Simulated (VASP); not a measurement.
# Si2F3 (R32) in VASP: a series of runs, part 2 of 2

VASP 6.6.1.

## (3) Single point, PBE

This run uses another cell than the first one, of 20.63 Å³/atom.

INCAR reads:

```
  PREC = Accurate
  ENCUT = 520
  EDIFF = 1E-7
  ISMEAR = 0
  SIGMA = 0.1
  LREAL = F
  LASPH = T
  NELM = 60
  ALGO = Normal
  ISIF = 2
  LWAVE = F
  LCHARG = T
  GGA = PE
  LELF = T
  LVHAR = T
  NBANDS = 22
```

KPOINTS reads:

```
regular mesh
0
Gamma
  6 6 6
```

POSCAR reads:

```
Si2F3
1.0
    3.8218872289      2.2065676189      2.0381103034
   -3.8218872289      2.2065676189      2.0381103034
    0.0000000000     -4.4131352424      2.0381102983
Si F
2 3
Direct
    0.2240164253      0.2240164253      0.2240164253
    0.7759835747      0.7759835747      0.7759835747
    0.1764019333      0.8235980667      0.0000000000
    0.0000000000      0.1764019333      0.8235980667
    0.8235980667      0.0000000000      0.1764019333
```

Potentials or basis: VASP PAW PBE potentials, release 64 (Si, F).

Launch:

```bash
cat potpaw_PBE.64/Si/POTCAR potpaw_PBE.64/F/POTCAR > POTCAR
mpirun -np 1 vasp_std > vasp.out
```

OUTCAR:

```text
PREC = Accurate
   ENCUT = 520
   EDIFF = 1E-7
   ISMEAR = 0
   LREAL = F
   LASPH = T
   NELM = 60
   ISIF = 2
   GGA = PE

 ion  position               nearest neighbor table
   1  0.224  0.224  0.224-   4 1.92   3 1.92   5 1.92   2 2.74
   2  0.776  0.776  0.776-   5 1.92   3 1.92   4 1.92   1 2.74
   3  0.176  0.824  0.000-   1 1.92   2 1.92
   4  0.000  0.176  0.824-   1 1.92   2 1.92
   5  0.824  0.000  0.176-   2 1.92   1 1.92

[... 803 lines left out ...]
  --------------------------------------------------------------------------------------
  -------------------------------------------------------------------------------------
  Total        0.1494952      0.1494952      0.0986533      0.0000000      0.0000000      0.0000000
  in kB        2.3225427      2.3225427      1.5326690      0.0000000      0.0000000      0.0000000
  external PRESSURE =       2.0592514 kB  Pullay stress =       0.0000000 kB

 VOLUME and BASIS-vectors are now :
 -----------------------------------------------------------------------------
  energy-cutoff  :      520.00
  volume of cell :      103.13
      direct lattice vectors                 reciprocal lattice vectors
     3.821887229  2.206567619  2.038110303     0.130825419  0.075532091  0.163550193
    -3.821887229  2.206567619  2.038110303    -0.130825419  0.075532091  0.163550193
     0.000000000 -4.413135242  2.038110298     0.000000000 -0.151064182  0.163550193

 POSITION                                       TOTAL-FORCE (eV/Angst)
 -----------------------------------------------------------------------------------
      0.00000     -0.00000      1.36971        -0.000000     -0.000000      0.102169
      0.00000     -0.00000      4.74462        -0.000000      0.000000     -0.102169
     -2.47351      2.20657      2.03811         0.044276     -0.000000      0.000000
     -0.67419     -3.24541      2.03811        -0.022138      0.038344      0.000000
      3.14770      1.03884      2.03811        -0.022138     -0.038344     -0.000000
 -----------------------------------------------------------------------------------
    total drift:                                0.000001      0.000000     -0.000000

  FREE ENERGIE OF THE ION-ELECTRON SYSTEM (eV)
  ---------------------------------------------------
  free  energy   TOTEN  =       -22.6788529559 eV

  energy  without entropy=      -22.6707767931  energy(sigma->0) =      -22.67481487
```

OSZICAR:

```text
N       E                     dE             d eps       ncg     rms          rms(c)
DAV:   1     0.169077114284E+03    0.16908E+03   -0.13930E+04  1408   0.113E+03
DAV:   2    -0.114160358878E+02   -0.18049E+03   -0.17335E+03  1766   0.256E+02
DAV:   3    -0.241767556904E+02   -0.12761E+02   -0.12672E+02  1756   0.720E+01
DAV:   4    -0.242934461927E+02   -0.11669E+00   -0.11662E+00  1660   0.783E+00
DAV:   5    -0.242948429220E+02   -0.13967E-02   -0.13966E-02  1776   0.826E-01    0.867E+00
DAV:   6    -0.227095203341E+02    0.15853E+01   -0.61924E+00  1636   0.188E+01    0.412E+00
DAV:   7    -0.226898750301E+02    0.19645E-01   -0.32471E-01  1522   0.387E+00    0.186E+00
DAV:   8    -0.226780646646E+02    0.11810E-01   -0.32736E-02  1744   0.156E+00    0.517E-01
DAV:   9    -0.226785804609E+02   -0.51580E-03   -0.67546E-03  1738   0.577E-01    0.102E-01
DAV:  10    -0.226787940444E+02   -0.21358E-03   -0.72003E-04  1710   0.182E-01    0.487E-02
DAV:  11    -0.226788467445E+02   -0.52700E-04   -0.10114E-04  1684   0.747E-02    0.161E-02
DAV:  12    -0.226788516644E+02   -0.49199E-05   -0.13412E-05  1672   0.249E-02    0.322E-03
DAV:  13    -0.226788527944E+02   -0.11300E-05   -0.12438E-06  1780   0.709E-03    0.260E-03
DAV:  14    -0.226788529501E+02   -0.15576E-06   -0.32243E-07  1530   0.274E-03    0.512E-04
DAV:  15    -0.226788529559E+02   -0.57903E-08   -0.37192E-08  1266   0.133E-03
   1 F= -.22678853E+02 E0= -.22674815E+02  d E =-.807616E-02
```

Run time: 36 s. Hardware: 1 thread of AMD EPYC 9R45 (Zen 5), shared host; peak memory 0.19 GiB.

Results:

```
Free energy            : -22.6789 eV
Pressure               : 0.2 GPa
Largest force          : 0.102 eV/Å
Band gap on the k mesh : zero (an odd number of electrons rules out a gap without spin polarisation)
```

Forces in eV/Å, atoms in the order of the input:
```
Si   0.000  0.000  0.102
Si   0.000  0.000 -0.102
F    0.044  0.000  0.000
F   -0.022  0.038  0.000
F   -0.022 -0.038  0.000
```

Stress tensor (GPa, compression positive):
```
0.23 0.00 0.00
0.00 0.23 0.00
0.00 0.00 0.15
```

Caveat: an odd number of electrons without spin polarisation forces a metal; a magnetic or distorted state may lie lower.
